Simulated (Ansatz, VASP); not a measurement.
Fe2O3 in VASP and in Ansatz

Contents of INCAR:

```
SYSTEM = Fe2O3
  PREC = Accurate
  ENCUT = 700
  EDIFF = 1E-6
  ISMEAR = -1
  SIGMA = 0.05
  LREAL = .FALSE.
  LASPH = .TRUE.
  NELM = 200
  ALGO = Normal
  ISIF = 2
  LWAVE = .FALSE.
  LCHARG = .FALSE.
  LMAXMIX = 4
  LDAU = .TRUE.
  LDAUTYPE = 2
  LDAUL = 2 -1
  LDAUU = 4 0
  LDAUJ = 0 0
  LDAUPRINT = 1
  GGA = PE
  NBANDS = 61
  GGA_COMPAT = .FALSE.
```

Contents of KPOINTS:

```
Automatic mesh
0
G
  5 5 5
  0 0 0
```

Contents of POSCAR:

```
Fe2O3
1.0
    2.5190000000      1.4543453300      4.5906666700
   -2.5190000000      1.4543453300      4.5906666700
    0.0000000000     -2.9086906600      4.5906666700
Fe O
4 6
Direct
    0.3553000000      0.3553000000      0.3553000000
    0.1447000000      0.1447000000      0.1447000000
    0.6447000000      0.6447000000      0.6447000000
    0.8553000000      0.8553000000      0.8553000000
    0.5559000000      0.9441000000      0.2500000000
    0.2500000000      0.5559000000      0.9441000000
    0.9441000000      0.2500000000      0.5559000000
    0.4441000000      0.0559000000      0.7500000000
    0.7500000000      0.4441000000      0.0559000000
    0.0559000000      0.7500000000      0.4441000000
```

Input for Ansatz:

```yaml
crystal:
  lattice:
    - [2.519, 1.45434533, 4.59066667]
    - [-2.519, 1.45434533, 4.59066667]
    - [0.0, -2.90869066, 4.59066667]
  atoms:
    - { symbol: Fe, position: [0.3553, 0.3553, 0.3553] }
    - { symbol: Fe, position: [0.1447, 0.1447, 0.1447] }
    - { symbol: Fe, position: [0.6447, 0.6447, 0.6447] }
    - { symbol: Fe, position: [0.8553, 0.8553, 0.8553] }
    - { symbol: O, position: [0.5559, 0.9441, 0.25] }
    - { symbol: O, position: [0.25, 0.5559, 0.9441] }
    - { symbol: O, position: [0.9441, 0.25, 0.5559] }
    - { symbol: O, position: [0.4441, 0.0559, 0.75] }
    - { symbol: O, position: [0.75, 0.4441, 0.0559] }
    - { symbol: O, position: [0.0559, 0.75, 0.4441] }
  symmetry: { tolerance: 0.0003 }
hamiltonian:
  xc: pbe
  pseudopotentials: { kind: paw, azcp: { folder: soft_1 } }
  hubbard: { sites: [{ species: Fe, l: d, u_eff: 4.0 }] }
basis:
  ecutwfc: 420
magnetization:
  spin_polarized: false
scf:
  occupations: { method: fermi_dirac, width: 0.05 }
kpoints:
  mp_grid: { grid: [5, 5, 5], shift: [0, 0, 0] }
output:
  forces: true
  stress: true
  eigenvalues: true
  write_density: true
  write_potential: true
  elf: true
  volumetric_format: npy
```

Alike in both runs: task single point; functional PBE; k mesh 5 × 5 × 5; occupations fermi-dirac, width 0.05 eV; no spin polarisation; Hubbard terms Fe d U = 4.0 eV.

|  | VASP | Ansatz |
| --- | --- | --- |
| version | VASP 6.6.1 | Ansatz 0.2.0 |
| potentials or method | VASP PAW PBE potentials, release 64 (Fe_sv, O), cutoff 700 eV | PAW plane waves |
| valence electrons in the cell | 100 | 100 |

|  | VASP | Ansatz | Ansatz less VASP |
| --- | --- | --- | --- |
| pressure (GPa) | -23.5 | -22.6 | +0.90 |
| traceless stress, the component that is largest in VASP (GPa) | 0.57 | 1.90 | +1.336 |
| rms of the force components (eV/Å) | 0.326 | 0.308 | -0.0182 |

The programs project onto different local orbitals, so the same U acts differently, and such runs can settle in different states. Atom by atom the forces differ by 0.063 eV/Å (rms over components). Ansatz's warnings: filled band counts differ across k points.
